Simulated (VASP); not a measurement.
Write the native input for VASP 6.6.1 that does the following.

| Property | Result |
| --- | --- |
| Task | single point |
| Functional | PBE |
| Potentials or basis | VASP PAW PBE potentials, release 64 (Ir, O) |
| Cutoff | 520 eV |
| k mesh | 4 × 4 × 6 |
| Occupations | gaussian, width 0.1 eV |
| Spin | collinear spin |
| Starting moments | [1.0, 0.0, 0.0, 0.0, 0.0] μB |
| Dipole correction | no |
| Further INCAR settings | ALGO = Normal; EDIFF = 1e-06; NBANDS = 28 |

The structure of IrO4 lies in POSCAR:

```
IrO4
1.0
    3.4564715713     -3.4521327200      0.0000000000
    3.4564715713      3.4521327200      0.0000000000
    0.0000000000      0.0000000000      3.0635797379
Ir O
1 4
Direct
    0.0000000000      0.0000000000      0.0000000000
    0.7451682916      0.2548317084      0.0000000000
    0.2548317084      0.7451682916      0.0000000000
    0.8213511562      0.8213511562      0.5000000000
    0.1786488438      0.1786488438      0.5000000000
```

This cell differs from its parent crystal: atoms taken out.

The input as run:

INCAR

```
SYSTEM = IrO4
PREC = Accurate ; ENCUT = 520
EDIFF = 1E-6 ; ISMEAR = 0
SIGMA = 0.1 ; LREAL = .FALSE.
LASPH = .TRUE. ; NELM = 150
ALGO = Normal ; ISIF = 2
LWAVE = .FALSE. ; LCHARG = .TRUE.
ISPIN = 2 ; MAGMOM = 1 0 0 0 0
LORBIT = 11 ; LMAXMIX = 4
GGA = PE ; LELF = .TRUE.
LVHAR = .TRUE. ; NBANDS = 28
```

KPOINTS

```
Automatic mesh
0
G
  4 4 6
  0 0 0
```

Potentials or basis: VASP PAW PBE potentials, release 64 (Ir, O).

The run is started by

```bash
$ cat potpaw_PBE.64/Ir/POTCAR potpaw_PBE.64/O/POTCAR > POTCAR
$ mpirun -np 1 vasp_std > vasp.out
```

Results of the run:

```json
{
 "Pressure": "2.8 GPa",
 "Largest force": "0.533 eV/Å",
 "Net moment": "0.30 μB per cell",
 "Site moments": "Ir -0.01; O +0.04, +0.10 (each value once) μB",
 "Valence electrons inside the program's atomic spheres": "Ir 8.66; O 4.87, 4.91 (each value once)"
}
```

Caveat: the cell differs from its parent crystal (atoms taken out).

Run time: 58 s on 1 thread of Intel(R) Xeon(R) 6975P-C (Granite Rapids), on a shared host, peak memory 0.25 GiB.
